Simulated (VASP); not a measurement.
Set up this calculation in VASP 6.6.1, as the native input.

- Task: single point
- Functional: PBEsol
- Potentials or basis: VASP PAW PBE potentials, release 64 (Fe, Si)
- Cutoff: 520 eV
- k mesh: 8 × 8 × 8
- Occupations: gaussian, width 0.01 eV
- Spin: no spin polarisation
- Dipole correction: no
- Further INCAR settings: ALGO = Normal; EDIFF = 1e-06; NBANDS = 34

The structure of FeSi lies in POSCAR:

```
FeSi
1.0
    4.1882670859      0.0000000000      0.0000000000
    0.0000000000      4.1882670859      0.0000000000
    0.0000000000      0.0000000000      4.1882670859
Fe Si
4 4
Direct
    0.1416607738      0.1416607738      0.1416607738
    0.3583392262      0.8583392262      0.6416607738
    0.6416607738      0.3583392262      0.8583392262
    0.8583392262      0.6416607738      0.3583392262
    0.8431763902      0.8431763902      0.8431763902
    0.6568236098      0.1568236098      0.3431763902
    0.3431763902      0.6568236098      0.1568236098
    0.1568236098      0.3431763902      0.6568236098
```

These files were run (other wordings do the same):

INCAR

```
SYSTEM = FeSi
ALGO = Normal
EDIFF = 1E-6
ENCUT = 520
GGA = PS
ISIF = 2
ISMEAR = 0
LASPH = .True.
LCHARG = .True.
LELF = .True.
LREAL = .False.
LVHAR = .True.
LWAVE = .False.
NBANDS = 34
NELM = 80
PREC = Accurate
SIGMA = 0.01
```

KPOINTS

```
k-points
0
Gamma
  8 8 8
  0 0 0
```

Potentials or basis: VASP PAW PBE potentials, release 64 (Fe, Si).

Command:

```console
$ cat potpaw_PBE.64/Fe/POTCAR potpaw_PBE.64/Si/POTCAR > POTCAR
$ mpirun -np 1 vasp_std > vasp.out
```

Results of the run:

| Property | Result |
| --- | --- |
| Pressure | 52.2 GPa |
| Largest force | 0.054 eV/Å |
| Band gap on the k mesh | 0.13 eV (least direct gap 0.17 eV) |

Caveat: the cell stands under pressure; the PAW data sets were made with another functional, which shifts forces and pressure a little.

Wall time 2.2 min on 1 thread of Intel Xeon 8259CL (shared host), peak memory 0.23 GiB.
